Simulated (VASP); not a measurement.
# Be3CdTe4 (P-4m2) in VASP: single point with PBE

Aim: the single point of Be3CdTe4 with PBE.

All numbers are computed with VASP 6.6.1; they aren't measurements. Logs are shortened: lines on timing, memory, paths and dates and some standing lists are left out, and cuts for length are marked.

### 1 The cell of the first run

It takes space group P-4m2 (No. 115, tetragonal). The conventional cell has a = 4.126 Å, b = 4.126 Å, c = 12.071 Å, α = 90.00°, β = 90.00°, γ = 90.00°. Be (site symmetry -4m2) has 4 Te at 2.48 Å within 3.3 Å. Within 3.3 Å of Be (site symmetry 2mm) lie 4 Te at 2.47 to 2.49 Å. Within 3.7 Å of Cd (site symmetry -4m2) lie 4 Te at 2.81 Å. Within 3.3 Å of Te (site symmetry 2mm) lie 4 Be at 2.48 to 2.49 Å. Te (site symmetry 2mm) has 2 Be at 2.47 Å and 2 Cd at 2.81 Å within 3.3 Å.

### 2 Single point, PBE

INCAR reads:

```
PREC = Accurate
ENCUT = 520
EDIFF = 1E-7
ISMEAR = 0
SIGMA = 0.02
LREAL = F
LASPH = T
NELM = 80
ALGO = Normal
ISIF = 2
LWAVE = F
LCHARG = F
GGA = PE
NBANDS = 31
```

KPOINTS reads:

```
Automatic mesh
0
Gamma
  8 8 4
```

POSCAR reads:

```
Be3CdTe4
1.0
    4.1263674493      0.0000000000      0.0000000000
    0.0000000000      4.1263674493      0.0000000000
    0.0000000000      0.0000000000     12.0706527224
Be Cd Te
3 1 4
Direct
    0.0000000000      0.0000000000      0.5000000000
    0.5000000000      0.5000000000      0.7298086670
    0.5000000000      0.5000000000      0.2701913330
    0.0000000000      0.0000000000      0.0000000000
    0.0000000000      0.5000000000      0.6145910232
    0.5000000000      0.0000000000      0.3854089768
    0.5000000000      0.0000000000      0.8418263268
    0.0000000000      0.5000000000      0.1581736732
```

Potentials or basis: VASP PAW PBE potentials, release 64 (Be, Cd, Te).

Run with:

```console
> cat potpaw_PBE.64/Be/POTCAR potpaw_PBE.64/Cd/POTCAR potpaw_PBE.64/Te/POTCAR > POTCAR
> mpirun -np 1 vasp_std > vasp.out
```

OUTCAR:

```text
PREC = Accurate
   ENCUT = 520
   EDIFF = 1E-7
   ISMEAR = 0
   LREAL = F
   LASPH = T
   NELM = 80
   ISIF = 2
   GGA = PE

 ion  position               nearest neighbor table
   1  0.000  0.000  0.500-   5 2.48   6 2.48   5 2.48   6 2.48
   2  0.500  0.500  0.730-   7 2.47   7 2.47   5 2.49   5 2.49
   3  0.500  0.500  0.270-   8 2.47   8 2.47   6 2.49   6 2.49
   4  0.000  0.000  0.000-   7 2.81   8 2.81   8 2.81   7 2.81
   5  0.000  0.500  0.615-   1 2.48   1 2.48   2 2.49   2 2.49
   6  0.500  0.000  0.385-   1 2.48   1 2.48   3 2.49   3 2.49
   7  0.500  0.000  0.842-   2 2.47   2 2.47   4 2.81   4 2.81
   8  0.000  0.500  0.158-   3 2.47   3 2.47   4 2.81   4 2.81

  LATTYP: Found a simple tetragonal cell.
 ALAT       =     4.1263674493
 C/A-ratio  =     2.9252491133

  Lattice vectors:

 A1 = (   4.1263674493,   0.0000000000,   0.0000000000)
 A2 = (   0.0000000000,   4.1263674493,   0.0000000000)
 A3 = (   0.0000000000,   0.0000000000,  12.0706527224)

Analysis of symmetry for initial positions (statically):
=====================================================================
 Subroutine PRICEL returns:
 Original cell was already a primitive cell.

 Routine SETGRP: Setting up the symmetry group for a
 simple tetragonal supercell.

 Subroutine GETGRP returns: Found  8 space group operations
 (whereof  8 operations were pure point group operations)
 out of a pool of 16 trial point group operations.

The static configuration has the point symmetry D_2d.

Analysis of symmetry for dynamics (positions and initial velocities):
=====================================================================
 Subroutine PRICEL returns:
 Original cell was already a primitive cell.

 Routine SETGRP: Setting up the symmetry group for a
 simple tetragonal supercell.

 Subroutine GETGRP returns: Found  8 space group operations
 (whereof  8 operations were pure point group operations)
 out of a pool of 16 trial point group operations.

The dynamic configuration has the point symmetry D_2d.

 Subroutine INISYM returns: Found  8 space group operations
 (whereof  8 operations are pure point group operations),
 and found     1 'primitive' translations

----------------------------------------------------------------------------------------

                                     Primitive cell

  volume of cell :     205.5259

  direct lattice vectors                    reciprocal lattice vectors
     4.126367449  0.000000000  0.000000000     0.242343905  0.000000000  0.000000000
     0.000000000  4.126367449  0.000000000     0.000000000  0.242343905  0.000000000
     0.000000000  0.000000000 12.070652722     0.000000000  0.000000000  0.082845561

  length of vectors
     4.126367449  4.126367449 12.070652722     0.242343905  0.242343905  0.082845561

  position of ions in fractional coordinates (direct lattice)
     0.000000000  0.000000000  0.500000000
     0.500000000  0.500000000  0.729808667
     0.500000000  0.500000000  0.270191333
     0.000000000  0.000000000  0.000000000
     0.000000000  0.500000000  0.614591023
     0.500000000  0.000000000  0.385408977
     0.500000000  0.000000000  0.841826327
     0.000000000  0.500000000  0.158173673

  ion indices of the primitive-cell ions
   primitive index   ion index
                 1           1
                 2           2
                 3           3
                 4           4
                 5           5
                 6           6
                 7           7
                 8           8

----------------------------------------------------------------------------------------

 KPOINTS: Automatic mesh

Automatic generation of k-mesh.
 Grid dimensions read from file:
 generate k-points for:    8    8    4

 Generating k-lattice:

  Cartesian coordinates                     Fractional coordinates (reciprocal lattice)
     0.030292988  0.000000000  0.000000000     0.125000000  0.000000000  0.000000000
     0.000000000  0.030292988  0.000000000     0.000000000  0.125000000  0.000000000
     0.000000000  0.000000000  0.020711390     0.000000000  0.000000000  0.250000000

  Length of vectors
     0.030292988  0.030292988  0.020711390

  Shift w.r.t. Gamma in fractional coordinates (k-lattice)
     0.000000000  0.000000000  0.000000000

 Subroutine IBZKPT returns following result:
 ===========================================

 Found     45 irreducible k-points:

 Following reciprocal coordinates:
            Coordinates               Weight
  0.000000  0.000000  0.000000      1.000000
  0.125000  0.000000  0.000000      4.000000
  0.250000  0.000000  0.000000      4.000000
  0.375000  0.000000  0.000000      4.000000
  0.500000  0.000000  0.000000      2.000000
  0.125000  0.125000  0.000000      4.000000
[... 16 lines left out ...]
  0.375000  0.125000  0.250000     16.000000
  0.500000  0.125000  0.250000      8.000000
 [... further k-points ...]
   k-points           NKPTS =     45   k-points in BZ     NKDIM =     45   number of bands    NBANDS=     31
   number of dos      NEDOS =    301   number of ions     NIONS =      8
   total plane-waves  NPLWV =  92160
   dimension x,y,z NGX =    32 NGY =   32 NGZ =   90
   dimension x,y,z NGXF=    64 NGYF=   64 NGZF=  180
   ions per type =               3   1   4
   NGX,Y,Z   is equivalent  to a cutoff of  12.89, 12.89, 12.40 a.u.
   NGXF,Y,Z  is equivalent  to a cutoff of  25.78, 25.78, 24.79 a.u.
 SYSTEM =  unknown system
   PREC   = accura    normal or accurate (medium, high low for compatibility)
   ISTART =      0    job   : 0-new  1-cont  2-samecut
   ICHARG =      2    charge: 1-file 2-atom 10-const
   ISPIN  =      1    spin polarized calculation?
   LNONCOLLINEAR =      F non collinear calculations
   LSORBIT =      F    spin-orbit coupling
   LASPH  =      T    aspherical Exc in radial PAW
   ENCUT  =  520.0 eV  38.22 Ry    6.18 a.u.   7.67  7.67 22.44*2*pi/ulx,y,z
   NELM   =     80;   NELMIN=  2; NELMDL= -5     # of ELM steps
   EDIFF  = 0.1E-06   stopping-criterion for ELM
   LREAL  =      F    real-space projection
   EDIFFG = 0.1E-05   stopping-criterion for IOM
   NSW    =      0    number of steps for IOM
   IBRION =     -1    ionic relax: 0-MD 1-quasi-New 2-CG
   NFREE  =      0    steps in history (QN), initial steepest desc. (CG)
   ISIF   =      2    stress and relaxation
   ISYM   =      2    0-nonsym 1-usesym 2-fastsym
   POTIM  = 0.5000    time-step for ionic-motion
   TEBEG  =    0.0;   TEEND  =   0.0 temperature during run
   PSTRESS=    0.0 pullay stress
   NELECT =      42.0000    total number of electrons
   NUPDOWN=      -1.0000    fix difference up-down
   EMIN   =  10.00;   EMAX   =-10.00  energy-range for DOS
   EFERMI =   0.00;   METHOD = LEGACY
   ISMEAR =     0;   SIGMA  =   0.02  broadening in eV -4-tet -1-fermi 0-gaus
   EFERMI_NEDOS =   21; number of points for ismear=-14 and -15
   IALGO  =     38    algorithm
   IMIX   =      4    mixing-type and parameters
     AMIX     =   0.40;   BMIX     =  1.00
     AMIX_MAG =   1.60;   BMIX_MAG =  1.00
  volume/ion in A,a.u.               =      25.69       173.37
  Fermi-wavevector in a.u.,A,eV,Ry     =   0.964278  1.822222 12.651142  0.929833
  Thomas-Fermi vector in A             =   2.093896
   LORBIT       =      0    0 simple, 1 ext, 2 COOP (PROOUT), +10 PAW based schemes
   GGA     = PE    functional components
   LHFCALC =     F    Hartree Fock is set to
   AEXX    =    0.0000 exact exchange contribution
   IVDW    =     0    specifies the selected vdW correction
   LEPSILON=     F    determine dielectric tensor
   LRPA    =     F    only Hartree local field effects (RPA)
 non-spin polarized calculation
 Gauss-broadening in eV      SIGMA  =   0.02
  energy-cutoff  :      520.00
  volume of cell :      205.53
 maximum number of plane-waves:      5564
 NGX is ok and might be reduce to    32
   NGX = 15   NGY = 15   NGZ = 45

 number of electron      41.9999992 magnetization

 Free energy of the ion-electron system (eV)
  ---------------------------------------------------
  ext. energy  EPLUGINS =         0.00000000
  ---------------------------------------------------
  free energy    TOTEN  =       -27.32371072 eV

  energy without entropy =      -27.32371072  energy(sigma->0) =      -27.32371072

 E-fermi :   4.3383     XC(G=0):  -8.8621

 val. band max:        4.2142702050   @ k =   0.0000   0.0000   0.0000
 cond. band min:       6.0017367428   @ k =   0.5000   0.5000   0.0000
 fundamental gap:      1.7874665378
 Fermi energy:         4.3382569979

 k-point     1 :       0.0000    0.0000    0.0000
  band No.  band energies     occupation
      1      -7.8522      2.00000
      2      -7.3637      2.00000
      3      -7.0111      2.00000
      4      -6.3517      2.00000
      5      -4.2600      2.00000
      6      -4.2600      2.00000
[... 23 lines left out ...]
     30       8.5010      0.00000
     31       8.5423      0.00000

 k-point     2 :       0.1250    0.0000    0.0000
  band No.  band energies     occupation
      1      -7.7678      2.00000
      2      -7.3020      2.00000
      3      -6.9652      2.00000
      4      -6.3528      2.00000
      5      -4.2699      2.00000
      6      -4.2578      2.00000
[... 23 lines left out ...]
     30       8.6578      0.00000
     31       8.9681      0.00000

 k-point     3 :       0.2500    0.0000    0.0000
  band No.  band energies     occupation
      1      -7.5285      2.00000
      2      -7.1384      2.00000
      3      -6.8557      2.00000
      4      -6.3860      2.00000
      5      -4.2694      2.00000
      6      -4.2525      2.00000
[... 23 lines left out ...]
     30       9.1380      0.00000
     31       9.3967      0.00000

 k-point     4 :       0.3750    0.0000    0.0000
  band No.  band energies     occupation
      1      -7.1820      2.00000
      2      -6.9392      2.00000
      3      -6.7593      2.00000
      4      -6.5212      2.00000
      5      -4.2547      2.00000
      6      -4.2471      2.00000
[... 23 lines left out ...]
     30       9.4057      0.00000
     31       9.4141      0.00000

 k-point     5 :       0.5000    0.0000    0.0000
  band No.  band energies     occupation
      1      -6.8757      2.00000
      2      -6.7937      2.00000
      3      -6.7738      2.00000
      4      -6.7403      2.00000
      5      -4.2463      2.00000
      6      -4.2448      2.00000
[... 23 lines left out ...]
     30       9.3668      0.00000
     31       9.6748      0.00000
[... 542 lines left out ...]
     30       8.9176      0.00000
     31       9.1295      0.00000

 k-point    22 :       0.2500    0.1250    0.2500
  band No.  band energies     occupation
      1      -7.4319      2.00000
      2      -7.1431      2.00000
      3      -6.7457      2.00000
      4      -6.3932      2.00000
      5      -4.2560      2.00000
      6      -4.2486      2.00000
[... 23 lines left out ...]
     30       9.1649      0.00000
     31       9.3426      0.00000

 k-point    23 :       0.3750    0.1250    0.2500
  band No.  band energies     occupation
      1      -7.1005      2.00000
      2      -6.9213      2.00000
      3      -6.6861      2.00000
      4      -6.4951      2.00000
      5      -4.2396      2.00000
      6      -4.2367      2.00000
[... 23 lines left out ...]
     30       9.2516      0.00000
     31       9.6292      0.00000

 k-point    24 :       0.5000    0.1250    0.2500
  band No.  band energies     occupation
      1      -6.8257      2.00000
      2      -6.7385      2.00000
      3      -6.7171      2.00000
      4      -6.7012      2.00000
      5      -4.2341      2.00000
      6      -4.2286      2.00000
[... 23 lines left out ...]
     30       8.9660      0.00000
     31       9.6356      0.00000

 [... further k-points ...]

------------------------ aborting loop because EDIFF is reached ----------------------------------------

  FORCE on cell =-STRESS in cart. coord.  units (eV):
  Direction    XX          YY          ZZ          XY          YZ          ZX
  --------------------------------------------------------------------------------------
  -------------------------------------------------------------------------------------
  Total        0.1581956      0.1581956      0.1623635      0.0000000      0.0000000      0.0000000
  in kB        1.2332137      1.2332137      1.2657050      0.0000000      0.0000000      0.0000000
  external PRESSURE =       1.2440442 kB  Pullay stress =       0.0000000 kB

 VOLUME and BASIS-vectors are now :
 -----------------------------------------------------------------------------
  energy-cutoff  :      520.00
  volume of cell :      205.53
      direct lattice vectors                 reciprocal lattice vectors
     4.126367449  0.000000000  0.000000000     0.242343905  0.000000000  0.000000000
     0.000000000  4.126367449  0.000000000     0.000000000  0.242343905  0.000000000
     0.000000000  0.000000000 12.070652722     0.000000000  0.000000000  0.082845561

 POSITION                                       TOTAL-FORCE (eV/Angst)
 -----------------------------------------------------------------------------------
      0.00000      0.00000      6.03533        -0.000000      0.000000      0.000000
      2.06318      2.06318      8.80927         0.000000      0.000000     -0.000932
      2.06318      2.06318      3.26139         0.000000      0.000000      0.000932
      0.00000      0.00000      0.00000         0.000000     -0.000000      0.000000
      0.00000      2.06318      7.41851         0.000000      0.000000      0.003240
      2.06318      0.00000      4.65214         0.000000      0.000000     -0.003240
      2.06318      0.00000     10.16139         0.000000     -0.000000     -0.007531
      0.00000      2.06318      1.90926         0.000000     -0.000000      0.007531
 -----------------------------------------------------------------------------------
    total drift:                                0.000000     -0.000000     -0.000000

  FREE ENERGIE OF THE ION-ELECTRON SYSTEM (eV)
  ---------------------------------------------------
  free  energy   TOTEN  =       -27.3237107197 eV

  energy  without entropy=      -27.3237107197  energy(sigma->0) =      -27.32371072
```

Run time: 6.8 min. Hardware: 1 thread of Intel Xeon 8259CL, shared host; peak memory 0.47 GiB.

Results:

| Item | Value |
| --- | --- |
| Free energy | -27.3237 eV |
| Pressure | 0.1 GPa |
| Largest force | 0.008 eV/Å |
| Band gap on the k mesh | 1.79 eV (least direct gap 1.87 eV) |

Forces in eV/Å, atoms in the order of the input:
```
Be   0.000  0.000  0.000
Be   0.000  0.000 -0.001
Be   0.000  0.000  0.001
Cd   0.000  0.000  0.000
Te   0.000  0.000  0.003
Te   0.000  0.000 -0.003
Te   0.000  0.000 -0.008
Te   0.000  0.000  0.008
```

Caveat: spin-orbit coupling is left out, which moves the levels of the heavy elements. A k mesh can miss the band edges.
